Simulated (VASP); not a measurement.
# Mn (P6_3/mmc) in VASP: further runs, part 2 of 2

VASP 6.6.1. The steps go on from the part before.

## Step 4: Single point, PBEsol (strain +0.030 along x and y, -0.030 along z)

Contents of INCAR:

```
ALGO = Fast
EDIFF = 1E-6
ENCUT = 520
GGA = PS
ISIF = 2
ISMEAR = 0
LASPH = T
LCHARG = F
LREAL = F
LWAVE = F
NBANDS = 20
NELM = 100
PREC = Accurate
SIGMA = 0.15
```

Contents of KPOINTS:

```
k-points
0
Gamma
  21 21 12
```

Contents of POSCAR:

```
Mn
1.0
    2.5581551436      0.0000000000      0.0000000000
   -1.2790775718      2.2154273412      0.0000000000
    0.0000000000      0.0000000000      3.9054091500
Mn
2
Direct
    0.6666666667      0.3333333333      0.7500000000
    0.3333333333      0.6666666667      0.2500000000
```

Potentials or basis: VASP PAW PBE potentials, release 64 (Mn_pv).

Launch:

```sh
$ cat potpaw_PBE.64/Mn_pv/POTCAR > POTCAR
$ mpirun -np 1 vasp_std > vasp.out
```

OUTCAR:

```text
EDIFF = 1E-6
   ENCUT = 520
   GGA = PS
   ISIF = 2
   ISMEAR = 0
   LASPH = T
   LREAL = F
   NELM = 100
   PREC = Accurate

 ion  position               nearest neighbor table
   1  0.667  0.333  0.750-   2 2.45   2 2.45   2 2.45   2 2.45   2 2.45   2 2.45
   2  0.333  0.667  0.250-   1 2.45   1 2.45   1 2.45   1 2.45   1 2.45   1 2.45

  LATTYP: Found a hexagonal cell.
 ALAT       =     2.5581551436
 C/A-ratio  =     1.5266506255

  Lattice vectors:

 A1 = (   2.5581551436,   0.0000000000,   0.0000000000)
 A2 = (  -1.2790775718,   2.2154273412,   0.0000000000)
 A3 = (   0.0000000000,   0.0000000000,   3.9054091500)

Analysis of symmetry for initial positions (statically):
=====================================================================
 Subroutine PRICEL returns:
 Original cell was already a primitive cell.

 Routine SETGRP: Setting up the symmetry group for a
 hexagonal supercell.

 Subroutine GETGRP returns: Found 24 space group operations
 (whereof 12 operations were pure point group operations)
 out of a pool of 24 trial point group operations.

The static configuration has the point symmetry D_3d.
 The point group associated with its full space group is D_6h.

Analysis of symmetry for dynamics (positions and initial velocities):
=====================================================================
 Subroutine PRICEL returns:
 Original cell was already a primitive cell.

 Routine SETGRP: Setting up the symmetry group for a
 hexagonal supercell.

 Subroutine GETGRP returns: Found 24 space group operations
 (whereof 12 operations were pure point group operations)
 out of a pool of 24 trial point group operations.

[... 107 lines left out ...]
   ISIF   =      2    stress and relaxation
   ISYM   =      2    0-nonsym 1-usesym 2-fastsym
   POTIM  = 0.5000    time-step for ionic-motion
   TEBEG  =    0.0;   TEEND  =   0.0 temperature during run
   PSTRESS=    0.0 pullay stress
   NELECT =      26.0000    total number of electrons
   NUPDOWN=      -1.0000    fix difference up-down
   EMIN   =  10.00;   EMAX   =-10.00  energy-range for DOS
   EFERMI =   0.00;   METHOD = LEGACY
   ISMEAR =     0;   SIGMA  =   0.15  broadening in eV -4-tet -1-fermi 0-gaus
   EFERMI_NEDOS =   21; number of points for ismear=-14 and -15
   IALGO  =     68    algorithm
   IMIX   =      4    mixing-type and parameters
     AMIX     =   0.40;   BMIX     =  1.00
     AMIX_MAG =   1.60;   BMIX_MAG =  1.00
  volume/ion in A,a.u.               =      11.07        74.68
  Fermi-wavevector in a.u.,A,eV,Ry     =   1.727358  3.264233 40.596587  2.983765
  Thomas-Fermi vector in A             =   2.802496
   LORBIT       =      0    0 simple, 1 ext, 2 COOP (PROOUT), +10 PAW based schemes
   GGA     = PS    functional components
   LHFCALC =     F    Hartree Fock is set to
   AEXX    =    0.0000 exact exchange contribution
   IVDW    =     0    specifies the selected vdW correction
   LEPSILON=     F    determine dielectric tensor
   LRPA    =     F    only Hartree local field effects (RPA)
 non-spin polarized calculation
 RMM-DIIS sequential band-by-band and
 Gauss-broadening in eV      SIGMA  =   0.15
  energy-cutoff  :      520.00
  volume of cell :       22.13
 maximum number of plane-waves:       626
 NGX is ok and might be reduce to    20
   NGX =  9   NGY =  9   NGZ = 15

 number of electron      25.9999980 magnetization

 Free energy of the ion-electron system (eV)
  ---------------------------------------------------
  ext. energy  EPLUGINS =         0.00000000
  ---------------------------------------------------
  free energy    TOTEN  =       -19.29703948 eV

  energy without entropy =      -19.25924769  energy(sigma->0) =      -19.27814359

 E-fermi :   9.7813     XC(G=0): -14.0035

 val. band max:        9.7799785614   @ k =   0.3333   0.1905   0.4167
 cond. band min:       9.7818609969   @ k =   0.1905   0.0476   0.2500
 fundamental gap:      0.0018824355
 Fermi energy:         9.7813157431

 k-point     1 :       0.0000    0.0000    0.0000
  band No.  band energies     occupation
      1     -38.2808      2.00000
      2     -37.7271      2.00000
      3     -37.7271      2.00000
      4     -37.5960      2.00000
      5     -37.5960      2.00000
      6     -37.4763      2.00000
[... 541 lines left out ...]
     19      19.6193      0.00000
     20      23.8977      0.00000

 [... further k-points ...]
[... 5 lines left out ...]
  --------------------------------------------------------------------------------------
  -------------------------------------------------------------------------------------
  Total       -3.1076538     -3.1076538     -0.9784797      0.0000000      0.0000000      0.0000000
  in kB     -224.9532556   -224.9532557    -70.8290606      0.0000000      0.0000000      0.0000000
  external PRESSURE =    -173.5785240 kB  Pullay stress =       0.0000000 kB

 VOLUME and BASIS-vectors are now :
 -----------------------------------------------------------------------------
  energy-cutoff  :      520.00
  volume of cell :       22.13
      direct lattice vectors                 reciprocal lattice vectors
     2.558155144  0.000000000  0.000000000     0.390906706  0.225690092  0.000000000
    -1.279077572  2.215427341  0.000000000     0.000000000  0.451380184  0.000000000
     0.000000000  0.000000000  3.905409150     0.000000000  0.000000000  0.256055118

 POSITION                                       TOTAL-FORCE (eV/Angst)
 -----------------------------------------------------------------------------------
      1.27908      0.73848      2.92906        -0.000000      0.000000      0.000000
     -0.00000      1.47695      0.97635         0.000000     -0.000000      0.000000
 -----------------------------------------------------------------------------------
    total drift:                               -0.000000      0.000000     -0.000000

  FREE ENERGIE OF THE ION-ELECTRON SYSTEM (eV)
  ---------------------------------------------------
  free  energy   TOTEN  =       -19.2970394823 eV

  energy  without entropy=      -19.2592476922  energy(sigma->0) =      -19.27814359
```

OSZICAR:

```text
N       E                     dE             d eps       ncg     rms          rms(c)
DAV:   1     0.246648297853E+03    0.24665E+03   -0.15732E+04 13560   0.183E+03
DAV:   2    -0.135940567586E+02   -0.26024E+03   -0.25238E+03 13508   0.458E+02
DAV:   3    -0.230814942600E+02   -0.94874E+01   -0.93784E+01 14432   0.103E+02
DAV:   4    -0.231782466309E+02   -0.96752E-01   -0.96741E-01 14568   0.103E+01
DAV:   5    -0.231802178809E+02   -0.19712E-02   -0.19712E-02 14480   0.148E+00    0.194E+01
RMM:   6    -0.194746710531E+02    0.37055E+01   -0.18115E+01 14092   0.435E+01    0.345E+00
RMM:   7    -0.193192538386E+02    0.15542E+00   -0.83843E-01 14278   0.973E+00    0.113E+00
RMM:   8    -0.193040761668E+02    0.15178E-01   -0.32838E-02 14376   0.169E+00    0.640E-01
RMM:   9    -0.192970303177E+02    0.70458E-02   -0.67606E-03 14586   0.105E+00    0.967E-02
RMM:  10    -0.192970462335E+02   -0.15916E-04   -0.15637E-03 16020   0.461E-01    0.491E-02
RMM:  11    -0.192970502216E+02   -0.39881E-05   -0.18549E-04 15859   0.147E-01    0.279E-02
RMM:  12    -0.192970560534E+02   -0.58318E-05   -0.22280E-05 14780   0.472E-02    0.332E-02
RMM:  13    -0.192970494887E+02    0.65647E-05   -0.39800E-06 10766   0.203E-02    0.280E-02
RMM:  14    -0.192970400451E+02    0.94436E-05   -0.87649E-06 13366   0.295E-02    0.126E-02
RMM:  15    -0.192970394823E+02    0.56280E-06   -0.88654E-07  7723   0.875E-03
   1 F= -.19297039E+02 E0= -.19278144E+02  d E =-.377918E-01
```

It took 3 min on 1 thread of Intel Xeon Platinum 8375C at 2.90GHz (Ice Lake), shared host; peak memory 0.22 GiB.

What came out:

```
Free energy            : -19.2970 eV
Pressure               : -17.4 GPa
Band gap on the k mesh : zero (band 13 reaches 10.71 eV, above the bottom of band 14 at 8.65 eV)
```

Stress tensor (GPa, compression positive):
```
-22.50   0.00   0.00
  0.00 -22.50   0.00
  0.00   0.00  -7.08
```

Levels at points of the mesh, in eV from the Fermi level:
```csv
k point,band 11,band 12,band 13,band 14,band 15,band 16
"(0.00, 0.00, 0.00)",-0.49,-0.40,-0.40,-0.20,-0.20,1.44
"(0.00, 0.00, 0.50)",-1.13,-1.13,-1.13,-1.13,1.21,1.21
```

Caveat: the cell differs from its parent crystal (strain +0.030 along x and y, -0.030 along z); the PAW data sets were made with another functional, which shifts forces and pressure a little; the run has no spin polarisation, though such a crystal can be magnetic. Spin polarisation is off, so any magnetic state and its effect on volume and gap are missing.

## Step 5: Summary

```csv
cell,gap on the mesh (eV),pressure (GPa)
"a = 2.484, b = 2.484, c = 4.087 Å, angles 90.0, 90.0, 120.0°, 2 atoms",none,-15.3
"a = 2.484, b = 2.484, c = 4.147 Å, angles 90.0, 90.0, 120.0°, 2 atoms",none,-18.6
"a = 2.558, b = 2.558, c = 3.905 Å, angles 90.0, 90.0, 120.0°, 2 atoms",none,-17.4
```

Alike in all rows: task single point; level PBEsol; potentials or basis VASP PAW PBE potentials, release 64 (Mn_pv); no spin polarisation; k mesh 21 × 21 × 12; cutoff (eV) 520; smearing gaussian 0.15 eV.

Caveats: the PAW data sets were made with another functional, which shifts forces and pressure a little; the run has no spin polarisation, though such a crystal can be magnetic.

Absolute energies hang on the potentials; compare differences alone.
